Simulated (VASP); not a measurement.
Wanted: the native input for a VASP 6.6.1 run.

| Item | Value |
| --- | --- |
| Task | single point |
| Functional | PBE |
| Potentials or basis | VASP PAW PBE potentials, release 64 (Cs_sv, Sn_d, I) |
| Cutoff | 520 eV |
| k mesh | 3 × 3 × 3 |
| Occupations | gaussian, width 0.01 eV |
| Spin | no spin polarisation |
| Dipole correction | no |
| Further INCAR settings | ALGO = Normal; EDIFF = 1e-06; NBANDS = 30 |

The structure of CsSnI3 lies in POSCAR:

```
CsSnI3
1.0
    6.3141183721      0.0000000000      0.0000000000
    0.0000000000      6.3141183721      0.0000000000
    0.0000000000      0.0000000000      6.3141183721
Cs Sn I
1 1 3
Direct
    0.0000000000      0.0000000000      0.0000000000
    0.5000000000      0.5000000000      0.5000000000
    0.0000000000      0.5000000000      0.5000000000
    0.5000000000      0.0000000000      0.5000000000
    0.5000000000      0.5000000000      0.0000000000
```

The input as run:

INCAR

```
SYSTEM = CsSnI3
PREC = Accurate
ENCUT = 520
EDIFF = 1E-6
ISMEAR = 0
SIGMA = 0.01
LREAL = .False.
LASPH = .True.
NELM = 100
ALGO = Normal
ISIF = 2
LWAVE = .False.
LCHARG = .False.
GGA = PE
NBANDS = 30
```

KPOINTS

```
regular mesh
0
Gamma
  3 3 3
  0 0 0
```

Potentials or basis: VASP PAW PBE potentials, release 64 (Cs_sv, Sn_d, I).

Launch:

```console
$ cat potpaw_PBE.64/Cs_sv/POTCAR potpaw_PBE.64/Sn_d/POTCAR potpaw_PBE.64/I/POTCAR > POTCAR
$ mpirun -np 1 vasp_std > vasp.out
```

Results of the run:

```yaml
Pressure: -0.5 GPa
Band_gap_on_the_k_mesh: 3.05 eV, direct
```

Caveat: spin-orbit coupling is left out, which moves the levels of the heavy elements.

Run time: 18 s on 1 thread of Intel(R) Xeon(R) 6975P-C (Granite Rapids), with other jobs on the host, peak memory 0.32 GiB.
